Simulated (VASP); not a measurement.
# Ti3N5 in VASP: a series of runs

Ti3N5 is run at these levels: PBE; tasks: single point.

All numbers are computed with VASP 6.6.1; they aren't measurements. Logs are shortened: lines on timing, memory, paths and dates and some standing lists are left out, and cuts for length are marked.

### 1 The cell of the first run

The cell holds a slab with vacuum, 8 atoms: a = 3.003 Å, b = 3.003 Å, c = 24.123 Å, α = 90.00°, β = 90.00°, γ = 120.00°.

### 2 Single point, PBE, collinear spin

Input file INCAR:

```
SYSTEM = Ti3N5
ALGO = Fast
DIPOL = 0.5 0.5 0.347
EDIFF = 1E-7
ENCUT = 520
GGA = PE
IDIPOL = 3
ISIF = 2
ISMEAR = 0
ISPIN = 2
LASPH = .True.
LCHARG = .True.
LDIPOL = .True.
LELF = .True.
LMAXMIX = 4
LORBIT = 11
LREAL = .False.
LVACPOTAV = .True.
LVHAR = .True.
LWAVE = .False.
MAGMOM = 0 0 0 0 3 0 0 0
NBANDS = 44
NELM = 150
PREC = Accurate
SIGMA = 0.1
```

Input file KPOINTS:

```
k-points
0
Gamma
  9 9 1
  0 0 0
```

Input file POSCAR:

```
Ti3N5
1.0
    3.0028555063      0.0000000000      0.0000000000
   -1.5014277532      2.6005491524      0.0000000000
    0.0000000000      0.0000000000     24.1233847547
N Ti
5 3
Direct
    0.3333333333      0.6666666667      0.1658142106
    0.0000000000      0.0000000000      0.2674509120
    0.6666666667      0.3333333333      0.3654788005
    0.3333333333      0.6666666667      0.4611038156
    0.6666666667      0.3333333333      0.5477417406
    0.6666666667      0.3333333333      0.2166325614
    0.3333333333      0.6666666667      0.3190139885
    0.0000000000      0.0000000000      0.4290633808
```

Potentials or basis: VASP PAW PBE potentials, release 64 (N, Ti_sv).

Launch:

```sh
$ cat potpaw_PBE.64/N/POTCAR potpaw_PBE.64/Ti_sv/POTCAR > POTCAR
$ mpirun -np 1 vasp_std > vasp.out
```

OUTCAR:

```text
SYSTEM = Ti3N5
   EDIFF = 1E-7
   ENCUT = 520
   GGA = PE
   ISIF = 2
   ISMEAR = 0
   ISPIN = 2
   LASPH = .True.
   LORBIT = 11
   LREAL = .False.
   NELM = 150
   PREC = Accurate

 ion  position               nearest neighbor table
   1  0.333  0.667  0.166-   6 2.12   6 2.12   6 2.12
   2  0.000  0.000  0.267-   6 2.12   6 2.12   6 2.12   7 2.13   7 2.13   7 2.13
   3  0.667  0.333  0.365-   7 2.06   7 2.06   7 2.06   8 2.31   8 2.31   8 2.31
   4  0.333  0.667  0.461-   8 1.90   8 1.90   8 1.90
   5  0.667  0.333  0.548-
   6  0.667  0.333  0.217-   2 2.12   2 2.12   2 2.12   1 2.12   1 2.12   1 2.12
   7  0.333  0.667  0.319-   3 2.06   3 2.06   3 2.06   2 2.13   2 2.13   2 2.13
   8  0.000  0.000  0.429-   4 1.90   4 1.90   4 1.90   3 2.31   3 2.31   3 2.31

  LATTYP: Found a hexagonal cell.
 ALAT       =     3.0028555063
 C/A-ratio  =     8.0334816990

  Lattice vectors:

 A1 = (   3.0028555063,   0.0000000000,   0.0000000000)
 A2 = (  -1.5014277532,   2.6005491524,   0.0000000000)
 A3 = (   0.0000000000,   0.0000000000,  24.1233847547)

Analysis of symmetry for initial positions (statically):
=====================================================================
 Subroutine PRICEL returns:
 Original cell was already a primitive cell.

 Routine SETGRP: Setting up the symmetry group for a
 hexagonal supercell.

 Subroutine GETGRP returns: Found  6 space group operations
 (whereof  6 operations were pure point group operations)
 out of a pool of 24 trial point group operations.

The static configuration has the point symmetry C_3v.

Analysis of symmetry for dynamics (positions and initial velocities):
=====================================================================
 Subroutine PRICEL returns:
 Original cell was already a primitive cell.

 Routine SETGRP: Setting up the symmetry group for a
 hexagonal supercell.

 Subroutine GETGRP returns: Found  6 space group operations
 (whereof  6 operations were pure point group operations)
 out of a pool of 24 trial point group operations.

The dynamic configuration has the point symmetry C_3v.

Analysis of structural, dynamic, and magnetic symmetry:
=====================================================================
 Subroutine PRICEL returns:
 Original cell was already a primitive cell.

 Routine SETGRP: Setting up the symmetry group for a
 hexagonal supercell.

 Subroutine GETGRP returns: Found  6 space group operations
 (whereof  6 operations were pure point group operations)
 out of a pool of 24 trial point group operations.

The overall configuration has the point symmetry C_3v.

 Subroutine INISYM returns: Found  6 space group operations
 (whereof  6 operations are pure point group operations),
 and found     1 'primitive' translations

----------------------------------------------------------------------------------------

                                     Primitive cell

  volume of cell :     188.3813

  direct lattice vectors                    reciprocal lattice vectors
     3.002855506  0.000000000  0.000000000     0.333016357  0.192267083  0.000000000
    -1.501427753  2.600549152  0.000000000     0.000000000  0.384534166  0.000000000
     0.000000000  0.000000000 24.123384755     0.000000000  0.000000000  0.041453553

  length of vectors
     3.002855506  3.002855506 24.123384755     0.384534166  0.384534166  0.041453553

  position of ions in fractional coordinates (direct lattice)
     0.333333333  0.666666667  0.165814211
     0.000000000  0.000000000  0.267450912
     0.666666667  0.333333333  0.365478800
     0.333333333  0.666666667  0.461103816
     0.666666667  0.333333333  0.547741741
     0.666666667  0.333333333  0.216632561
[... 55 lines left out ...]
   number of dos      NEDOS =    301   number of ions     NIONS =      8
   total plane-waves  NPLWV = 103680
   dimension x,y,z NGX =    24 NGY =   24 NGZ =  180
   dimension x,y,z NGXF=    48 NGYF=   48 NGZF=  360
   ions per type =               5   3
   NGX,Y,Z   is equivalent  to a cutoff of  13.29, 13.29, 12.40 a.u.
   NGXF,Y,Z  is equivalent  to a cutoff of  26.57, 26.57, 24.81 a.u.
 SYSTEM =  Ti3N5
   PREC   = accura    normal or accurate (medium, high low for compatibility)
   ISTART =      0    job   : 0-new  1-cont  2-samecut
   ICHARG =      2    charge: 1-file 2-atom 10-const
   ISPIN  =      2    spin polarized calculation?
   LNONCOLLINEAR =      F non collinear calculations
   LSORBIT =      F    spin-orbit coupling
   LASPH  =      T    aspherical Exc in radial PAW
   ENCUT  =  520.0 eV  38.22 Ry    6.18 a.u.   5.58  5.58 44.85*2*pi/ulx,y,z
   NELM   =    150;   NELMIN=  2; NELMDL= -5     # of ELM steps
   EDIFF  = 0.1E-06   stopping-criterion for ELM
   LREAL  =      F    real-space projection
   EDIFFG = 0.1E-05   stopping-criterion for IOM
   NSW    =      0    number of steps for IOM
   IBRION =     -1    ionic relax: 0-MD 1-quasi-New 2-CG
   NFREE  =      0    steps in history (QN), initial steepest desc. (CG)
   ISIF   =      2    stress and relaxation
   ISYM   =      2    0-nonsym 1-usesym 2-fastsym
   POTIM  = 0.5000    time-step for ionic-motion
   TEBEG  =    0.0;   TEEND  =   0.0 temperature during run
   PSTRESS=    0.0 pullay stress
   NELECT =      61.0000    total number of electrons
   NUPDOWN=      -1.0000    fix difference up-down
   EMIN   =  10.00;   EMAX   =-10.00  energy-range for DOS
   EFERMI =   0.00;   METHOD = LEGACY
   ISMEAR =     0;   SIGMA  =   0.10  broadening in eV -4-tet -1-fermi 0-gaus
   EFERMI_NEDOS =   21; number of points for ismear=-14 and -15
   IALGO  =     68    algorithm
   IMIX   =      4    mixing-type and parameters
     AMIX     =   0.40;   BMIX     =  1.00
     AMIX_MAG =   1.60;   BMIX_MAG =  1.00
  volume/ion in A,a.u.               =      23.55       158.91
  Fermi-wavevector in a.u.,A,eV,Ry     =   1.124188  2.124407 17.195018  1.263798
  Thomas-Fermi vector in A             =   2.260858
   LORBIT       =     11    0 simple, 1 ext, 2 COOP (PROOUT), +10 PAW based schemes
   GGA     = PE    functional components
   LHFCALC =     F    Hartree Fock is set to
   AEXX    =    0.0000 exact exchange contribution
   IVDW    =     0    specifies the selected vdW correction
   LEPSILON=     F    determine dielectric tensor
   LRPA    =     F    only Hartree local field effects (RPA)
 spin polarized calculation
 RMM-DIIS sequential band-by-band and
 Gauss-broadening in eV      SIGMA  =   0.10
  energy-cutoff  :      520.00
  volume of cell :      188.38
 maximum number of plane-waves:      5137
 NGX is ok and might be reduce to    24
   NGX = 11   NGY = 11   NGZ = 89

 dipolmoment           0.000000      0.000000      0.123756 electrons x Angstroem

 number of electron      61.0000012 magnetization       2.9404618

 dipolmoment           0.000000      0.000000     -0.044294 electrons x Angstroem

 Free energy of the ion-electron system (eV)
  ---------------------------------------------------
  ext. energy  EPLUGINS =         0.00000000
  ---------------------------------------------------
  free energy    TOTEN  =       -67.32842437 eV

  energy without entropy =      -67.31829564  energy(sigma->0) =      -67.32336000

 E-fermi :  -1.0804     XC(G=0):  -5.7879

 val. band max:       -1.0948432213   @ k =   0.4444   0.0000   0.0000
 cond. band min:      -1.0241934789   @ k =   0.3333  -0.0000   0.0000
 fundamental gap:      0.0706497424
 Fermi energy:        -1.0804499158

 spin component 1

 k-point     1 :       0.0000    0.0000    0.0000
  band No.  band energies     occupation
      1     -59.0444      1.00000
      2     -58.1808      1.00000
      3     -57.7317      1.00000
      4     -35.3868      1.00000
      5     -35.0815      1.00000
      6     -35.0815      1.00000
[... 529 lines left out ...]
     41       2.1610      0.00000
     42       2.9397      0.00000
 Fermi energy:        -1.0804499158

 spin component 2

 k-point     1 :       0.0000    0.0000    0.0000
  band No.  band energies     occupation
      1     -59.0529      1.00000
      2     -58.1275      1.00000
      3     -57.7274      1.00000
      4     -35.4000      1.00000
      5     -35.0873      1.00000
      6     -35.0873      1.00000
[... 529 lines left out ...]
     41       2.2340      0.00000
     42       2.9639      0.00000
 [bands above 42 left out]

------------------------ aborting loop because EDIFF is reached ----------------------------------------

  FORCE on cell =-STRESS in cart. coord.  units (eV):
  Direction    XX          YY          ZZ          XY          YZ          ZX
  --------------------------------------------------------------------------------------
  -------------------------------------------------------------------------------------
  Total        2.0097989      2.0097989     -2.7971147     -0.0000000      0.0000000     -0.0000000
  in kB       17.0932816     17.0932816    -23.7893791     -0.0000000      0.0000000     -0.0000000
  external PRESSURE =       3.4657280 kB  Pullay stress =       0.0000000 kB

 VOLUME and BASIS-vectors are now :
 -----------------------------------------------------------------------------
  energy-cutoff  :      520.00
  volume of cell :      188.38
      direct lattice vectors                 reciprocal lattice vectors
     3.002855506  0.000000000  0.000000000     0.333016357  0.192267083  0.000000000
    -1.501427753  2.600549152  0.000000000     0.000000000  0.384534166  0.000000000
     0.000000000  0.000000000 24.123384755     0.000000000  0.000000000  0.041453553

 POSITION                                       TOTAL-FORCE (eV/Angst)
 -----------------------------------------------------------------------------------
     -0.00000      1.73370      4.00000        -0.000000      0.000000      4.375150
      0.00000      0.00000      6.45182         0.000000      0.000000      1.279776
      1.50143      0.86685      8.81659        -0.000000      0.000000      0.194985
     -0.00000      1.73370     11.12338        -0.000000      0.000000     -0.106748
      1.50143      0.86685     13.21338         0.000000      0.000000      0.348936
      1.50143      0.86685      5.22591        -0.000000     -0.000000     -5.723689
     -0.00000      1.73370      7.69570         0.000000      0.000000     -0.044551
      0.00000      0.00000     10.35046        -0.000000      0.000000     -0.323859
 -----------------------------------------------------------------------------------
    total drift:                                0.000000     -0.000000     -0.000019

  FREE ENERGIE OF THE ION-ELECTRON SYSTEM (eV)
  ---------------------------------------------------
  free  energy   TOTEN  =       -67.3284243678 eV

  energy  without entropy=      -67.3182956405  energy(sigma->0) =      -67.32336000

 vacuum level on the upper side and lower side of the slab         5.906         6.932

 total charge

# of ion       s       p       d       tot
------------------------------------------
    1        1.311   2.200   0.000   3.511
    2        1.253   2.497   0.000   3.750
    3        1.251   2.478   0.000   3.729
    4        1.301   2.449   0.000   3.751
    5        1.367   1.926   0.000   3.293
    6        2.193   6.225   1.894  10.313
    7        2.199   6.254   1.898  10.351
    8        2.230   6.263   1.981  10.474
--------------------------------------------------
tot         13.104  30.292   5.774  49.170

 magnetization (x)

# of ion       s       p       d       tot
------------------------------------------
    1       -0.001  -0.015   0.000  -0.016
    2       -0.000   0.001   0.000   0.001
    3        0.000   0.002   0.000   0.003
    4        0.011   0.030   0.000   0.041
    5        0.044   1.866   0.000   1.910
    6       -0.000  -0.000   0.004   0.004
    7       -0.000   0.000  -0.008  -0.008
    8        0.002   0.002   0.053   0.056
--------------------------------------------------
tot          0.056   1.886   0.049   1.990
```

Run time: 19 min. Hardware: 1 thread of Oxide Virtual Turin-like, shared host; peak memory 0.47 GiB.

What came out:

```yaml
Free_energy: -67.3284 eV
Largest_force: 5.724 eV/Å
Net_moment: 2.94 μB per cell
Site_moments: N -0.02, +0.00, +0.04, +1.91 (each value once); Ti +0.00, -0.01, +0.06 μB
Valence_electrons_inside_the_program's_atomic_spheres: N 3.51, 3.75, 3.73, 3.29 (each value once); Ti 10.31, 10.35, 10.47
Work_function_of_the_upper_face: 6.99 eV
Work_function_of_the_lower_face: 8.01 eV
```

Forces on the atoms (eV/Å):
```
N    0.000  0.000  4.375
N    0.000  0.000  1.280
N    0.000  0.000  0.195
N    0.000  0.000 -0.107
N    0.000  0.000  0.349
Ti   0.000  0.000 -5.724
Ti   0.000  0.000 -0.045
Ti   0.000  0.000 -0.324
```

(Part 1 of 2 ends here.)
